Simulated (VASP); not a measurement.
# H2 in VASP: notebook

H2 is run at these levels: PBE; tasks: single point, relaxation of the atoms.

All numbers are computed with VASP 6.6.1; they aren't measurements. Logs are shortened: lines on timing, memory, paths and dates and some standing lists are left out, and cuts for length are marked.

## Step 1: The cell of the first run

The cell holds a molecule in a box, 2 atoms: a = 10.000 Å, b = 10.500 Å, c = 11.000 Å, α = 90.00°, β = 90.00°, γ = 90.00°.

## Step 2: Single point, PBE

Input file INCAR:

```
PREC = Accurate ; ENCUT = 400
EDIFF = 1E-6 ; ISMEAR = 0
SIGMA = 0.01 ; LREAL = F
LASPH = T ; NELM = 120
ALGO = Normal ; ISIF = 2
LWAVE = F ; LCHARG = F
GGA = PE ; NBANDS = 8
GGA_COMPAT = F ; NELMDL = -8
```

Input file KPOINTS:

```
Automatic mesh
0
Gamma
  1 1 1
```

Input file POSCAR:

```
H
1.0
   10.0000000000      0.0000000000      0.0000000000
    0.0000000000     10.5000000000      0.0000000000
    0.0000000000      0.0000000000     11.0000000000
H
2
Direct
    0.0000000000      0.0000000000     -0.0000109304
    0.0000000000      0.0000000000      0.0681927486
```

Potentials or basis: VASP PAW PBE potentials, release 64 (H).

The run is started by

```sh
> cat potpaw_PBE.64/H/POTCAR > POTCAR
> mpirun -np 1 vasp_gam > vasp.out
```

OUTCAR:

```text
PREC = Accurate
   ENCUT = 400
   EDIFF = 1E-6
   ISMEAR = 0
   LREAL = F
   LASPH = T
   NELM = 120
   ISIF = 2
   GGA = PE
   NELMDL = -8

 ion  position               nearest neighbor table
   1  0.000  0.000  1.000-   2 0.75
   2  0.000  0.000  0.068-   1 0.75

  LATTYP: Found a simple orthorhombic cell.
 ALAT       =    10.0000000000
 B/A-ratio  =     1.0500000000
 C/A-ratio  =     1.1000000000

  Lattice vectors:

 A1 = (  10.0000000000,   0.0000000000,   0.0000000000)
 A2 = (   0.0000000000,  10.5000000000,   0.0000000000)
 A3 = (   0.0000000000,   0.0000000000,  11.0000000000)

Analysis of symmetry for initial positions (statically):
=====================================================================
 Subroutine PRICEL returns:
 Original cell was already a primitive cell.

 Routine SETGRP: Setting up the symmetry group for a
 simple orthorhombic supercell.

 Subroutine GETGRP returns: Found  8 space group operations
 (whereof  4 operations were pure point group operations)
 out of a pool of  8 trial point group operations.

The static configuration has the point symmetry C_2v.
 The point group associated with its full space group is D_2h.

Analysis of symmetry for dynamics (positions and initial velocities):
=====================================================================
 Subroutine PRICEL returns:
 Original cell was already a primitive cell.

 Routine SETGRP: Setting up the symmetry group for a
 simple orthorhombic supercell.

 Subroutine GETGRP returns: Found  8 space group operations
 (whereof  4 operations were pure point group operations)
 out of a pool of  8 trial point group operations.

The dynamic configuration has the point symmetry C_2v.
 The point group associated with its full space group is D_2h.

 Subroutine INISYM returns: Found  8 space group operations
 (whereof  4 operations are pure point group operations),
 and found     1 'primitive' translations

----------------------------------------------------------------------------------------

                                     Primitive cell

  volume of cell :    1155.0000

  direct lattice vectors                    reciprocal lattice vectors
    10.000000000  0.000000000  0.000000000     0.100000000  0.000000000  0.000000000
     0.000000000 10.500000000  0.000000000     0.000000000  0.095238095  0.000000000
     0.000000000  0.000000000 11.000000000     0.000000000  0.000000000  0.090909091

  length of vectors
    10.000000000 10.500000000 11.000000000     0.100000000  0.095238095  0.090909091

  position of ions in fractional coordinates (direct lattice)
     0.000000000  0.000000000  0.999989070
     0.000000000  0.000000000  0.068192749

  ion indices of the primitive-cell ions
   primitive index   ion index
                 1           1
                 2           2

----------------------------------------------------------------------------------------

 KPOINTS: Automatic mesh

Automatic generation of k-mesh.
 Grid dimensions read from file:
 generate k-points for:    1    1    1

 Generating k-lattice:

  Cartesian coordinates                     Fractional coordinates (reciprocal lattice)
     0.100000000  0.000000000  0.000000000     1.000000000  0.000000000  0.000000000
     0.000000000  0.095238095  0.000000000     0.000000000  1.000000000  0.000000000
     0.000000000  0.000000000  0.090909091     0.000000000  0.000000000  1.000000000

  Length of vectors
     0.100000000  0.095238095  0.090909091

  Shift w.r.t. Gamma in fractional coordinates (k-lattice)
     0.000000000  0.000000000  0.000000000

 Subroutine IBZKPT returns following result:
 ===========================================

 Found      1 irreducible k-points:

 Following reciprocal coordinates:
            Coordinates               Weight
  0.000000  0.000000  0.000000      1.000000
   k-points           NKPTS =      1   k-points in BZ     NKDIM =      1   number of bands    NBANDS=      8
   number of dos      NEDOS =    301   number of ions     NIONS =      2
   total plane-waves  NPLWV = 352800
   dimension x,y,z NGX =    70 NGY =   70 NGZ =   72
   dimension x,y,z NGXF=   140 NGYF=  140 NGZF=  144
   ions per type =               2
   NGX,Y,Z   is equivalent  to a cutoff of  11.64, 11.08, 10.88 a.u.
   NGXF,Y,Z  is equivalent  to a cutoff of  23.27, 22.17, 21.76 a.u.
 SYSTEM =  unknown system
   PREC   = accura    normal or accurate (medium, high low for compatibility)
   ISTART =      0    job   : 0-new  1-cont  2-samecut
   ICHARG =      2    charge: 1-file 2-atom 10-const
   ISPIN  =      1    spin polarized calculation?
   LNONCOLLINEAR =      F non collinear calculations
   LSORBIT =      F    spin-orbit coupling
   LASPH  =      T    aspherical Exc in radial PAW
   ENCUT  =  400.0 eV  29.40 Ry    5.42 a.u.  16.31 17.12 17.94*2*pi/ulx,y,z
   NELM   =    120;   NELMIN=  2; NELMDL= -8     # of ELM steps
   EDIFF  = 0.1E-05   stopping-criterion for ELM
   LREAL  =      F    real-space projection
   EDIFFG = 0.1E-04   stopping-criterion for IOM
   NSW    =      0    number of steps for IOM
   IBRION =     -1    ionic relax: 0-MD 1-quasi-New 2-CG
   NFREE  =      0    steps in history (QN), initial steepest desc. (CG)
   ISIF   =      2    stress and relaxation
   ISYM   =      2    0-nonsym 1-usesym 2-fastsym
   POTIM  = 0.5000    time-step for ionic-motion
   TEBEG  =    0.0;   TEEND  =   0.0 temperature during run
   PSTRESS=    0.0 pullay stress
   NELECT =       2.0000    total number of electrons
   NUPDOWN=      -1.0000    fix difference up-down
   EMIN   =  10.00;   EMAX   =-10.00  energy-range for DOS
   EFERMI =   0.00;   METHOD = LEGACY
   ISMEAR =     0;   SIGMA  =   0.01  broadening in eV -4-tet -1-fermi 0-gaus
   EFERMI_NEDOS =   21; number of points for ismear=-14 and -15
   IALGO  =     38    algorithm
   IMIX   =      4    mixing-type and parameters
     AMIX     =   0.40;   BMIX     =  1.00
     AMIX_MAG =   1.60;   BMIX_MAG =  1.00
  volume/ion in A,a.u.               =     577.50      3897.16
  Fermi-wavevector in a.u.,A,eV,Ry     =   0.196588  0.371498  0.525823  0.038647
  Thomas-Fermi vector in A             =   0.945437
   LORBIT       =      0    0 simple, 1 ext, 2 COOP (PROOUT), +10 PAW based schemes
   GGA     = PE    functional components
   LHFCALC =     F    Hartree Fock is set to
   AEXX    =    0.0000 exact exchange contribution
   IVDW    =     0    specifies the selected vdW correction
   LEPSILON=     F    determine dielectric tensor
   LRPA    =     F    only Hartree local field effects (RPA)
 non-spin polarized calculation
 Gauss-broadening in eV      SIGMA  =   0.01
  energy-cutoff  :      400.00
  volume of cell :     1155.00
 maximum number of plane-waves:     10477
 NGX is ok and might be reduce to    70
   NGX = 33   NGY = 35   NGZ = 35

 number of electron       1.9999999 magnetization

 Free energy of the ion-electron system (eV)
  ---------------------------------------------------
  ext. energy  EPLUGINS =         0.00000000
  ---------------------------------------------------
  free energy    TOTEN  =        -6.76023230 eV

  energy without entropy =       -6.76023230  energy(sigma->0) =       -6.76023230

 E-fermi : -10.2346     XC(G=0):  -0.3310

 val. band max:      -10.3037372580   @ k =   0.0000   0.0000   0.0000
 cond. band min:      -0.1499241484   @ k =   0.0000   0.0000   0.0000
 fundamental gap:     10.1538131096
 Fermi energy:       -10.2345832679

 k-point     1 :       0.0000    0.0000    0.0000
  band No.  band energies     occupation
      1     -10.3037      2.00000
      2      -0.1499      0.00000
      3       0.3142      0.00000
      4       0.8852      0.00000
      5       0.9779      0.00000
      6       1.1220      0.00000
      7       1.2412      0.00000
      8       1.3843      0.00000

------------------------ aborting loop because EDIFF is reached ----------------------------------------

  FORCE on cell =-STRESS in cart. coord.  units (eV):
  Direction    XX          YY          ZZ          XY          YZ          ZX
  --------------------------------------------------------------------------------------
  -------------------------------------------------------------------------------------
  Total       -0.1190898     -0.1226025     -0.1445130      0.0000000      0.0000000      0.0000000
  in kB       -0.1651974     -0.1700701     -0.2004636      0.0000000      0.0000000      0.0000000
  external PRESSURE =      -0.1785770 kB  Pullay stress =       0.0000000 kB

 VOLUME and BASIS-vectors are now :
 -----------------------------------------------------------------------------
  energy-cutoff  :      400.00
  volume of cell :     1155.00
      direct lattice vectors                 reciprocal lattice vectors
    10.000000000  0.000000000  0.000000000     0.100000000  0.000000000  0.000000000
     0.000000000 10.500000000  0.000000000     0.000000000  0.095238095  0.000000000
     0.000000000  0.000000000 11.000000000     0.000000000  0.000000000  0.090909091

 POSITION                                       TOTAL-FORCE (eV/Angst)
 -----------------------------------------------------------------------------------
      0.00000      0.00000     10.99988         0.000000      0.000000     -0.014091
      0.00000      0.00000      0.75012         0.000000      0.000000      0.014091
 -----------------------------------------------------------------------------------
    total drift:                               -0.000000     -0.000000     -0.000003

  FREE ENERGIE OF THE ION-ELECTRON SYSTEM (eV)
  ---------------------------------------------------
  free  energy   TOTEN  =        -6.7602322995 eV

  energy  without entropy=       -6.7602322995  energy(sigma->0) =       -6.76023230
```

It took 29 s on 1 thread of Intel Xeon Platinum 8559C (Emerald Rapids), shared host; peak memory 0.62 GiB.

Results:

- Free energy: -6.7602 eV
- Largest force: 0.014 eV/Å
- Gap between the frontier levels: 10.15 eV

Forces in eV/Å, atoms in the order of the input:
```
H    0.000  0.000 -0.014
H    0.000  0.000  0.014
```

## Step 3: Relaxation of the atoms, PBE

Input file INCAR:

```
ALGO = Normal
EDIFF = 1E-7
EDIFFG = -0.003
ENCUT = 450
GGA = PE
GGA_COMPAT = F
IBRION = 2
ISIF = 2
ISMEAR = 0
LASPH = T
LCHARG = F
LREAL = F
LWAVE = F
NELM = 120
NELMDL = -8
NELMIN = 4
NSW = 100
PREC = Accurate
SIGMA = 0.01
```

Input file KPOINTS:

```
k-points
0
Gamma
  1 1 1
```

Input file POSCAR:

```
H
1.0
   10.0000000000      0.0000000000      0.0000000000
    0.0000000000     10.5000000000      0.0000000000
    0.0000000000      0.0000000000     11.0000000000
H
2
Direct
    0.0000000000      0.0000000000      0.0000000000
    0.0000000000      0.0000000000      0.0681818182
```

Potentials or basis: VASP PAW PBE potentials, release 64 (H).

The run is started by

```sh
> cat potpaw_PBE.64/H/POTCAR > POTCAR
> mpirun -np 1 vasp_gam > vasp.out
```

Wall time 59 s (1 thread of Intel Xeon Platinum 8559C (Emerald Rapids), shared host); peak memory 0.83 GiB.

It converged, with:

```yaml
Free_energy: -6.7676 eV
Energy_gained_by_relaxing: 0.0 meV/atom
Ionic_steps: 3
Gap_between_the_frontier_levels: 10.16 eV
```

Final structure:
```
H
1.0
    10.00000    0.00000    0.00000
     0.00000   10.50000    0.00000
     0.00000    0.00000   11.00000
H
2
Direct
  0.00000 0.00000 0.99998
  0.00000 0.00000 0.06820
```

Levels at points of the mesh, in eV from the valence-band top:
```tsv
k point	band 1	band 2	band 3	band 4	band 5
(0.00, 0.00, 0.00)	0.00	10.16	10.62	11.19	11.28
```
